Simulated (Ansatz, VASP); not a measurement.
One calculation of SnO, two programs

Contents of POSCAR:

```
SnO
1.0
    3.3550050000      0.0000000000      0.0000000000
    0.0000000000      5.6741040000      0.0000000000
    0.0000000000      0.0000000000      4.2219700000
Sn O
2 2
Direct
   -0.0860431310      0.1810331023      0.4447694889
    0.4139568690      0.7172151023     -0.0552305111
    0.0000000000      0.8912500000      0.7368570000
    0.5000000000      0.1087500000      0.2368570000
```

INCAR.step1

```
SYSTEM = SnO
PREC = Accurate
ENCUT = 520
ISMEAR = 0
SIGMA = 0.05
LREAL = .False.
LASPH = .True.
NELM = 80
NBANDS = 28
GGA = PE
ALGO = Normal
EDIFF = 1E-4
LWAVE = .True.
LCHARG = .False.
```

INCAR.step2

```
SYSTEM = SnO
PREC = Accurate
ENCUT = 520
EDIFF = 1E-6
ISMEAR = 0
SIGMA = 0.05
LREAL = .False.
LASPH = .True.
NELM = 80
ALGO = Normal
ISIF = 2
LWAVE = .False.
LCHARG = .False.
METAGGA = R2SCAN
LMIXTAU = .True.
NBANDS = 28
ISTART = 1
```

KPOINTS

```
Automatic mesh
0
Gamma
  8 6 6
  0 0 0
```

Input for Ansatz:

```yaml
crystal:
  lattice:
    - [3.355005, 0.0, 0.0]
    - [0.0, 5.674104, 0.0]
    - [0.0, 0.0, 4.22197]
  atoms:
    - { symbol: Sn, position: [-0.086043131, 0.1810331023, 0.4447694889] }
    - { symbol: Sn, position: [0.413956869, 0.7172151023, -0.0552305111] }
    - { symbol: O, position: [0.0, 0.89125, 0.736857] }
    - { symbol: O, position: [0.5, 0.10875, 0.236857] }
basis:
  ecutwfc: 500
kpoints:
  mp_grid: { grid: [8, 6, 6] }
hamiltonian:
  xc: r2scan
scf:
  occupations: { method: gaussian, width: 0.05 }
output:
  forces: true
  stress: true
  eigenvalues: true
  write_density: true
  write_potential: true
  elf: true
  volumetric_format: npy
```

Change from the starting cell: all Sn atoms moved -0.500 Å, as atom 1 along Cartesian [1 1 1].

Alike in both runs: task single point; functional r2SCAN; k mesh 8 × 6 × 6; occupations gaussian, width 0.05 eV; no spin polarisation.

```csv
,VASP,Ansatz
version,VASP 6.6.1,Ansatz 0.2.0
potentials or method,"VASP PAW PBE potentials, release 64 (Sn_d, O), cutoff 520 eV","scalar-relativistic, plane waves, PAW"
valence electrons in the cell,40,40
```

```csv
,VASP,Ansatz,Ansatz less VASP
gap on the k mesh at the Fermi level (eV),1.12,1.14,+0.016
least direct gap on the mesh (eV),1.39,1.41,+0.015
pressure (GPa),15.0,15.1,+0.07
"traceless stress, the component that is largest in VASP (GPa)",18.31,18.62,+0.314
rms of the force components (eV/Å),5.046,5.151,+0.1057
```

VASP's potentials were made for PBE, not for r2SCAN. Atom by atom the forces differ by 0.136 eV/Å (rms over components).
